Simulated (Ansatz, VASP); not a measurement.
Two plane-wave programs on Si4Sn

INCAR

```
  ALGO = Normal
  EDIFF = 1E-6
  EDIFFG = -0.04
  ENCUT = 600
  GGA = PE
  IBRION = 2
  ISIF = 3
  ISMEAR = 0
  LASPH = True
  LCHARG = False
  LREAL = False
  LWAVE = False
  NELM = 60
  NSW = 90
  PREC = Accurate
  SIGMA = 0.1
```

The input KPOINTS:

```
k-points
0
Gamma
  6 6 4
```

POSCAR

```
Si4Sn
1.0
    4.5049763800      0.0000000000      0.0000000000
   -2.2524881900      3.9014239900      0.0000000000
    0.0000000000      0.0000000000      5.7876477400
Si Sn
4 1
Direct
    0.0000000000      0.0000000000      0.3280672300
    0.0000000000      0.0000000000      0.6719327700
    0.3333333300      0.6666666700      0.5000000000
    0.6666666700      0.3333333300      0.5000000000
    0.0000000000      0.0000000000      0.0000000000
```

Input for Ansatz:

```yaml
crystal:
  lattice:
    - [4.50497638, 0.0, 0.0]
    - [-2.25248819, 3.90142399, 0.0]
    - [0.0, 0.0, 5.78764774]
  atoms:
    - { symbol: Si, position: [0.0, 0.0, 0.32806723] }
    - { symbol: Si, position: [0.0, 0.0, 0.67193277] }
    - { symbol: Si, position: [0.33333333, 0.66666667, 0.5] }
    - { symbol: Si, position: [0.66666667, 0.33333333, 0.5] }
    - { symbol: Sn, position: [0.0, 0.0, 0.0] }
basis:
  ecutwfc: 420
kpoints:
  mp_grid: { grid: [6, 6, 4] }
hamiltonian:
  xc: pbe
scf:
  occupations: { method: gaussian, width: 0.1 }
  lower_state_search: "off"
output:
  forces: true
  stress: true
  eigenvalues: true
relax:
  adjacent_minimum: "off"
  f_tol: 0.04
  max_steps: 70
  cell: { stress_tol: 0.4 }
```

Alike in both runs: task relaxation of cell and atoms; functional PBE; k mesh 6 × 6 × 4; occupations gaussian, width 0.1 eV; no spin polarisation.

|  | VASP | Ansatz |
| --- | --- | --- |
| version | VASP 6.6.1 | Ansatz 0.2.0 |
| potentials or method | VASP PAW PBE potentials, release 64 (Si, Sn_d), cutoff 600 eV | scalar-relativistic, plane waves, PAW |
| valence electrons in the cell | 30 | 30 |

|  | VASP | Ansatz | Ansatz less VASP |
| --- | --- | --- | --- |
| gap on the k mesh at the Fermi level, each at its own relaxed structure (eV) | none | none | - |
| relaxed volume (Å³/atom) | 23.17 | 23.28 | +0.102 |
| relaxed cell length with the largest relative difference (Å) | 8.272 | 8.304 | +0.0325 |

A gap of «none» marks a metal or a gap that the smearing closes.
